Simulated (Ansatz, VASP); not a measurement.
**One calculation of AlNi, two programs**

INCAR

```
PREC = Accurate ; ENCUT = 690
EDIFF = 1E-6 ; ISMEAR = -1
SIGMA = 0.05 ; LREAL = F
LASPH = T ; NELM = 200
ALGO = Normal ; ISIF = 2
LWAVE = F ; LCHARG = F
ISPIN = 2 ; MAGMOM = 0.2 0
LORBIT = 11 ; NUPDOWN = 0.2
LMAXMIX = 4 ; GGA = PE
NBANDS = 22 ; GGA_COMPAT = F
```

KPOINTS

```
regular mesh
0
Gamma
  8 8 8
```

The input POSCAR:

```
AlNi
1.0
    2.8810000000      0.0000000000      0.0000000000
    0.0000000000      2.8810000000      0.0000000000
    0.0000000000      0.0000000000      2.8810000000
Ni Al
1 1
Direct
    0.5000000000      0.5000000000      0.5000000000
    0.0000000000      0.0000000000      0.0000000000
```

File input.yaml:

```yaml
crystal:
  lattice:
    - [2.881, 0.0, 0.0]
    - [0.0, 2.881, 0.0]
    - [0.0, 0.0, 2.881]
  atoms:
    - { symbol: Ni, position: [0.5, 0.5, 0.5], spin: 0.2 }
    - { symbol: Al, position: [0.0, 0.0, 0.0] }
hamiltonian:
  xc: pbe
  pseudopotentials: { kind: paw }
magnetization:
  spin_polarized: true
  initial_magnetization: 0.2
  spin_locking: { lock_magnetization: hard }
kpoints:
  mp_grid: { grid: [8, 8, 8] }
scf:
  occupations: { method: fermi_dirac, width: 0.05 }
  lower_state_search: "off"
output:
  forces: true
  stress: true
  eigenvalues: true
```

Alike in both runs: task single point; functional PBE; k mesh 8 × 8 × 8; occupations fermi-dirac, width 0.05 eV; collinear spin; fixed moment 0.2 μB.

|  | VASP | Ansatz |
| --- | --- | --- |
| version | VASP 6.6.1 | Ansatz 0.2.0 |
| potentials or method | VASP PAW PBE potentials, release 64 (Ni_sv_GW, Al) | Ansatz PAW |
| plane-wave cutoff (eV) | 690 | 420 |
| valence electrons in the cell | 21 | 21 |

VASP gave:

| Property | Result |
| --- | --- |
| pressure (GPa) | 1.6 |
| net moment per atom (μB) | 0.10 |

Question: Estimate Ansatz's values.

Answer: Pressure (GPa): 2.2; net moment per atom (μB): 0.10.
